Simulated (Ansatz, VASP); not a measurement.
**Sb in VASP and in Ansatz**

Contents of INCAR:

```
SYSTEM = Sb
PREC = Accurate ; ENCUT = 520
EDIFF = 1E-6 ; ISMEAR = -1
SIGMA = 0.05 ; LREAL = .FALSE.
LASPH = .TRUE. ; NELM = 80
ALGO = Normal ; ISIF = 2
LWAVE = .FALSE. ; LCHARG = .TRUE.
GGA = PE ; LELF = .TRUE.
LVHAR = .TRUE. ; NBANDS = 12
```

KPOINTS

```
Automatic mesh
0
G
  12 12 7
  0 0 0
```

POSCAR

```
Sb
1.0
    3.4350757818      0.0000000000      0.0000000000
   -1.7175378909      2.9748628909      0.0000000000
    0.0000000000      0.0000000000      5.4345363435
Sb
2
Direct
    0.3333333333      0.6666666667      0.2500000000
    0.6666666667      0.3333333333      0.7500000000
```

Input for Ansatz:

```yaml
crystal:
  lattice:
    - [3.4350757818, 0.0, 0.0]
    - [-1.7175378909, 2.9748628909, 0.0]
    - [0.0, 0.0, 5.4345363435]
  atoms:
    - { symbol: Sb, position: [0.3333333333, 0.6666666667, 0.25] }
    - { symbol: Sb, position: [0.6666666667, 0.3333333333, 0.75] }
kpoints:
  mp_grid: { grid: [12, 12, 7] }
  band_path:
    path:
      - [0.0, 0.0, 0.0]
      - [0.5, 0.0, 0.0]
      - [0.3333333333, 0.3333333333, 0.0]
      - [0.0, 0.0, 0.0]
      - [0.0, 0.0, 0.5]
      - [0.5, 0.0, 0.5]
      - [0.3333333333, 0.3333333333, 0.5]
      - [0.0, 0.0, 0.5]
      - [0.5, 0.0, 0.5]
    npoints: 5
scf:
  occupations: { method: fermi_dirac, width: 0.05 }
hamiltonian:
  xc: pbe
  pseudopotentials: { kind: all_electron, lapw: { basis_error: 0.0005 } }
output:
  forces: true
  stress: true
  eigenvalues: true
```

Change from the starting cell: volume scaled by 1.06.

Alike in both runs: task single point; functional PBE; k mesh 12 × 12 × 7; occupations fermi-dirac, width 0.05 eV; no spin polarisation.

```csv
,VASP,Ansatz
version,VASP 6.6.1,Ansatz 0.2.0
potentials or method,"VASP PAW PBE potentials, release 64 (Sb), cutoff 520 eV","all-electron LAPW, scalar-relativistic"
```

```csv
,VASP,Ansatz,Ansatz less VASP
pressure (GPa),-0.9,-0.8,+0.14
"traceless stress, the component that is largest in VASP (GPa)",-0.68,-0.67,+0.005
```

Ansatz ran all-electron here, and VASP with PAW potentials.

Spin-orbit coupling is off throughout.
